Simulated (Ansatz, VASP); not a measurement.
**Hg2OF2: VASP beside Ansatz**

```
Hg O F
1.0
    10.29000    0.00000    0.00000
     0.00000   10.48000    0.00000
     0.00000    0.00000   15.81000
Hg O F
2 1 2
Cartesian
  5.1876 5.2868 9.5922
  5.1876 5.2868 6.2220
  4.5000 4.5000 7.9071
  5.7919 5.9783 11.3142
  5.7919 5.9783 4.5000
```

Alike in both runs: task single point; functional PBE; k mesh 1 × 1 × 1; occupations gaussian, width 0.01 eV; non-collinear spin, spin-orbit coupling.

|  | VASP | Ansatz |
| --- | --- | --- |
| version | VASP 6.6.1 | Ansatz 0.2.0 |
| potentials or method | VASP PAW PBE potentials, release 64 (Hg_sv_GW, O, F), cutoff 520 eV | plane waves, PAW |
| valence electrons in the cell | 60 | 60 |

```csv
,VASP,Ansatz,Ansatz less VASP
rms of the force components (eV/Å),0.116,0.116,-0.0003
```

Atom by atom the forces differ by 0.073 eV/Å (rms over components). Ansatz's warnings: structure snapped to symmetry, xc potential rough in thin density.
